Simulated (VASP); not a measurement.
Write the native input for VASP 6.6.1 that does the following.

- Task: electric field gradients
- Functional: PBEsol
- Potentials or basis: VASP PAW PBE potentials, release 64 (Na_pv)
- Cutoff: 520 eV
- k mesh: 12 × 12 × 12
- Occupations: fermi-dirac, width 0.05 eV
- Spin: no spin polarisation
- Dipole correction: no
- Further INCAR settings: ALGO = Normal; EDIFF = 1e-08; NBANDS = 10

The structure of Na lies in POSCAR:

```
Na
1.0
   -2.1175000000      2.1175000000      2.1386750000
    2.1175000000     -2.1175000000      2.1386750000
    2.1175000000      2.1175000000     -2.1386750000
Na
1
Direct
    0.0000000000      0.0000000000      0.0000000000
```

This cell differs from its parent crystal: zz strain of +1 %.

These files were run (other wordings do the same):

INCAR

```
SYSTEM = Na
PREC     = Accurate       ! precision mode
ENCUT    = 520            ! plane-wave cutoff, eV
EDIFF    = 1E-8           ! SCF threshold, eV
ISMEAR   = -1             ! smearing method
SIGMA    = 0.05           ! smearing width, eV
LREAL    = .FALSE.        ! projectors in reciprocal space
LASPH    = .TRUE.         ! aspherical terms in the spheres
NELM     = 80             ! most SCF steps
ALGO     = Normal         ! electronic algorithm
ISIF     = 2              ! what is computed and relaxed
LWAVE    = .FALSE.        ! write WAVECAR
LCHARG   = .FALSE.        ! write CHGCAR
GGA      = PS             ! functional
LEFG     = .TRUE.       
NBANDS   = 10             ! bands
```

KPOINTS

```
regular mesh
0
G
  12 12 12
  0 0 0
```

Potentials or basis: VASP PAW PBE potentials, release 64 (Na_pv).

Launch:

```bash
$ cat potpaw_PBE.64/Na_pv/POTCAR > POTCAR
$ mpirun -np 1 vasp_std > vasp.out
```

It gave:

```
Pressure                                : -0.4 GPa
Band gap on the k mesh                  : zero (an odd number of electrons rules out a gap without spin polarisation)
Largest electric field gradient by atom : Na -0.05 V/Å²
```

Caveat: the cell differs from its parent crystal (zz strain of +1 %); without QUAD_EFG the Cq values of the log hold for a quadrupole moment of 1 mb, not for the nuclei; the PAW data sets were made with another functional, which shifts forces and pressure a little.

Wall time 60 s on 1 thread of AMD EPYC 7R13, on a shared host, peak memory 0.15 GiB.
